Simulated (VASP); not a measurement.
# GeSb2Te4 (I-4m2) in VASP: single point with PBEsol

Aim: the single point of GeSb2Te4 with PBEsol.

Program: VASP 6.6.1. These are calculated values, not measurements. Logs are shortened: lines on timing, memory, paths and dates and some standing lists are left out, and cuts for length are marked.

## 1. The cell of the first run

Symmetry: I-4m2, No. 119, tetragonal system. The conventional cell has a = 6.014 Å, b = 6.014 Å, c = 11.887 Å, α = 90.00°, β = 90.00°, γ = 90.00°. Within 3.8 Å of Ge (site symmetry -4m2) lie 6 Te at 2.91 to 3.01 Å. Within 4.0 Å of Sb (site symmetry -4m2) lie 6 Te at 3.01 to 3.03 Å. Within 4.0 Å of Sb (site symmetry -4m2) lie 6 Te at 3.01 to 3.05 Å. Within 4.4 Å of Te (site symmetry 2mm) lie 2 Ge at 3.01 Å and 3 Sb at 3.01 to 3.05 Å and 12 Te at 4.13 to 4.32 Å. Te (site symmetry 2mm) has 1 Ge at 2.91 Å and 3 Sb at 3.01 to 3.03 Å within 3.8 Å.

## 2. Single point, PBEsol

Input file POSCAR:

```
GeSb2Te4
1.0
   -3.0069622132      3.0069622132      5.9435616682
    3.0069622132     -3.0069622132      5.9435616682
    3.0069622132      3.0069622132     -5.9435616682
Ge Sb Te
1 2 4
Direct
    0.0000000000      0.0000000000      0.0000000000
    0.5000000000      0.5000000000      0.0000000000
    0.2500000000      0.7500000000      0.5000000000
    0.5064974658      0.0064974658      0.5000000000
    0.2452180493      0.2452180493      0.0000000000
    0.9935025342      0.4935025342      0.5000000000
    0.7547819507      0.7547819507      0.0000000000
```

Input file INCAR.step1:

```
ALGO     = Fast           # electronic algorithm
EDIFF    = 1E-7           # SCF threshold, eV
ENCUT    = 520            # plane-wave cutoff, eV
GGA      = PS             # functional
ISIF     = 2              # what is computed and relaxed
ISMEAR   = 0              # smearing method
LASPH    = True           # aspherical terms in the spheres
LCHARG   = True           # write CHGCAR
LREAL    = False          # projectors in reciprocal space
LWAVE    = False          # write WAVECAR
NBANDS   = 33             # bands
NELM     = 80             # most SCF steps
PREC     = Accurate       # precision mode
SIGMA    = 0.1            # smearing width, eV
```

Input file KPOINTS.step1:

```
k-points
0
Gamma
  8 8 8
```

Input file INCAR.step2:

```
ALGO     = Fast           # electronic algorithm
EDIFF    = 1E-7           # SCF threshold, eV
ENCUT    = 520            # plane-wave cutoff, eV
GGA      = PS             # functional
ICHARG   = 11             # starting density
ISIF     = 2              # what is computed and relaxed
ISMEAR   = -5             # smearing method
LASPH    = True           # aspherical terms in the spheres
LCHARG   = False          # write CHGCAR
LORBIT   = 11             # projections on sites
LREAL    = False          # projectors in reciprocal space
LWAVE    = False          # write WAVECAR
NBANDS   = 33             # bands
NEDOS    = 1001           # points of the DOS
NELM     = 80             # most SCF steps
PREC     = Accurate       # precision mode
SIGMA    = 0.1            # smearing width, eV
```

Input file KPOINTS.step2:

```
k-points
0
Gamma
  12 12 12
```

Potentials or basis: VASP PAW PBE potentials, release 64 (Ge_d, Sb, Te).

Command:

```bash
> cat potpaw_PBE.64/Ge_d/POTCAR potpaw_PBE.64/Sb/POTCAR potpaw_PBE.64/Te/POTCAR > POTCAR
> cp INCAR.step1 INCAR
> cp KPOINTS.step1 KPOINTS
> mpirun -np 1 vasp_std > vasp.out
> cp INCAR.step2 INCAR
> cp KPOINTS.step2 KPOINTS
> mpirun -np 1 vasp_std > vasp.out
```

OUTCAR:

```text
EDIFF = 1E-7
   ENCUT = 520
   GGA = PS
   ICHARG = 11
   ISIF = 2
   ISMEAR = -5
   LASPH = True
   LORBIT = 11
   LREAL = False
   NELM = 80
   PREC = Accurate

 ion  position               nearest neighbor table
   1  0.000  0.000  0.000-   5 2.91   7 2.91   6 3.01   4 3.01   4 3.01   6 3.01
   2  0.500  0.500  0.000-   4 3.01   6 3.01   4 3.01   6 3.01   5 3.03   7 3.03
   3  0.250  0.750  0.500-   7 3.01   5 3.01   7 3.01   5 3.01   4 3.05   6 3.05
   4  0.506  0.006  0.500-   1 3.01   2 3.01   2 3.01   1 3.01   3 3.05
   5  0.245  0.245  0.000-   1 2.91   3 3.01   3 3.01   2 3.03
   6  0.994  0.494  0.500-   2 3.01   1 3.01   1 3.01   2 3.01   3 3.05
   7  0.755  0.755  0.000-   1 2.91   3 3.01   3 3.01   2 3.03

  LATTYP: Found a body centered tetragonal cell.
 ALAT       =     6.0139244264
 C/A-ratio  =     1.9766000524

  Lattice vectors:

 A1 = (  -3.0069622132,   3.0069622132,   5.9435616682)
 A2 = (   3.0069622132,  -3.0069622132,   5.9435616682)
 A3 = (   3.0069622132,   3.0069622132,  -5.9435616682)

Analysis of symmetry for initial positions (statically):
=====================================================================
 Subroutine PRICEL returns:
 Original cell was already a primitive cell.

 Routine SETGRP: Setting up the symmetry group for a
 body centered tetragonal supercell.

 Subroutine GETGRP returns: Found  8 space group operations
 (whereof  8 operations were pure point group operations)
 out of a pool of 16 trial point group operations.

The static configuration has the point symmetry D_2d.

Analysis of symmetry for dynamics (positions and initial velocities):
=====================================================================
 Subroutine PRICEL returns:
 Original cell was already a primitive cell.

 Routine SETGRP: Setting up the symmetry group for a
 body centered tetragonal supercell.

 Subroutine GETGRP returns: Found  8 space group operations
 (whereof  8 operations were pure point group operations)
 out of a pool of 16 trial point group operations.

The dynamic configuration has the point symmetry D_2d.

 Subroutine INISYM returns: Found  8 space group operations
 (whereof  8 operations are pure point group operations),
 and found     1 'primitive' translations

----------------------------------------------------------------------------------------

                                     Primitive cell

  volume of cell :     214.9625

  direct lattice vectors                    reciprocal lattice vectors
[... 117 lines left out ...]
   IMIX   =      4    mixing-type and parameters
     AMIX     =   0.40;   BMIX     =  1.00
     AMIX_MAG =   1.60;   BMIX_MAG =  1.00
  volume/ion in A,a.u.               =      30.71       207.23
  Fermi-wavevector in a.u.,A,eV,Ry     =   0.993195  1.876866 13.421269  0.986435
  Thomas-Fermi vector in A             =   2.125059
   LORBIT       =     11    0 simple, 1 ext, 2 COOP (PROOUT), +10 PAW based schemes
   GGA     = PS    functional components
   LHFCALC =     F    Hartree Fock is set to
   AEXX    =    0.0000 exact exchange contribution
   IVDW    =     0    specifies the selected vdW correction
   LEPSILON=     F    determine dielectric tensor
   LRPA    =     F    only Hartree local field effects (RPA)
 non-spin polarized calculation
 RMM-DIIS sequential band-by-band and
 Fermi weights with tetrahedron method with Bloechl corrections
  energy-cutoff  :      520.00
  volume of cell :      214.96
 maximum number of plane-waves:      5813

 number of electron      47.9999998 magnetization

 Free energy of the ion-electron system (eV)
  ---------------------------------------------------
  ext. energy  EPLUGINS =         0.00000000
  ---------------------------------------------------
  free energy    TOTEN  =       -28.20235091 eV

  energy without entropy =      -28.20235091  energy(sigma->0) =      -28.20235091

 E-fermi :   5.8571     XC(G=0):  -9.5136

 val. band max:        5.8924087663   @ k =  -0.3333   0.3333   0.0000
 cond. band min:       5.7994265856   @ k =   0.4167   0.4167   0.0833
 fundamental gap:     -0.0929821807
 Fermi energy:         5.8570543331

 k-point     1 :       0.0000    0.0000    0.0000
  band No.  band energies     occupation
      1     -18.8026      2.00000
      2     -18.7945      2.00000
      3     -18.7900      2.00000
      4     -18.7814      2.00000
      5     -18.7814      2.00000
      6      -7.2234      2.00000
[... 853 lines left out ...]
     32      10.3681      0.00000
     33      10.6763      0.00000

 [... further k-points ...]

------------------------ aborting loop because EDIFF is reached ----------------------------------------

  FORCE on cell =-STRESS in cart. coord.  units (eV):
  Direction    XX          YY          ZZ          XY          YZ          ZX
  --------------------------------------------------------------------------------------
  -------------------------------------------------------------------------------------
  Total       -0.0206591     -0.0206591      0.1960138      0.0000000      0.0000000      0.0000000
  in kB       -0.1539782     -0.1539782      1.4609473      0.0000000      0.0000000      0.0000000
  external PRESSURE =       0.3843303 kB  Pullay stress =       0.0000000 kB

 VOLUME and BASIS-vectors are now :
 -----------------------------------------------------------------------------
  energy-cutoff  :      520.00
  volume of cell :      214.96
      direct lattice vectors                 reciprocal lattice vectors
    -3.006962213  3.006962213  5.943561668     0.000000000  0.166280773  0.084124642
     3.006962213 -3.006962213  5.943561668     0.166280773  0.000000000  0.084124642
     3.006962213  3.006962213 -5.943561668     0.166280773  0.166280773  0.000000000

 POSITION                                       TOTAL-FORCE (eV/Angst)
 -----------------------------------------------------------------------------------
      0.00000      0.00000      0.00000         0.000000     -0.000000     -0.000000
      0.00000      0.00000      5.94356         0.000000     -0.000000     -0.000000
      3.00696     -0.00000      2.97178         0.000000     -0.000000     -0.000000
      0.00000      3.00696      0.07724         0.000000     -0.000000      0.023098
      0.00000      0.00000      2.91494        -0.000000      0.000000      0.007354
      0.00000      3.00696      5.86633         0.000000      0.000000     -0.023098
      0.00000      0.00000      8.97219        -0.000000      0.000000     -0.007354
 -----------------------------------------------------------------------------------
    total drift:                               -0.000000      0.000000      0.000000

  FREE ENERGIE OF THE ION-ELECTRON SYSTEM (eV)
  ---------------------------------------------------
  free  energy   TOTEN  =       -28.2023509139 eV

  energy  without entropy=      -28.2023509139  energy(sigma->0) =      -28.20235091

 total charge

# of ion       s       p       d       tot
------------------------------------------
    1        1.313   0.777  10.014  12.104
    2        1.267   1.009   0.054   2.331
    3        1.273   0.989   0.056   2.317
    4        1.401   1.910   0.038   3.349
    5        1.394   1.931   0.031   3.356
    6        1.401   1.910   0.038   3.349
    7        1.394   1.931   0.031   3.356
--------------------------------------------------
tot          9.443  10.457  10.261  30.161
```

Run time: 67 min. Hardware: 1 thread of Oxide Virtual Turin-like, shared host; peak memory 1.1 GiB.

Results:

* Valence electrons inside the program's atomic spheres: Ge 12.10; Sb 2.33, 2.32; Te 3.35, 3.36 (each value once)

Levels at points of the mesh, in eV from the Fermi level:
```tsv
k point	band 20	band 21	band 22	band 23	band 24	band 25	band 26	band 27	band 28	band 29
(0.00, 0.00, 0.00)	-1.56	-0.87	-0.42	-0.42	-0.08	0.70	2.21	2.70	3.83	3.83
(0.50, 0.00, 0.00)	-1.71	-1.14	-0.78	-0.67	-0.39	0.24	1.11	1.53	2.05	3.22
(0.50, 0.50, 0.00)	-1.08	-0.73	-0.65	-0.50	-0.02	0.03	0.09	0.26	0.30	0.68
(0.50, 0.50, 0.50)	-2.95	-2.29	-0.87	-0.70	-0.70	1.61	2.77	2.77	3.24	3.47
```

Caveat: the PAW data sets were made with another functional, which shifts forces and pressure a little; spin-orbit coupling is left out, which moves the levels of the heavy elements.
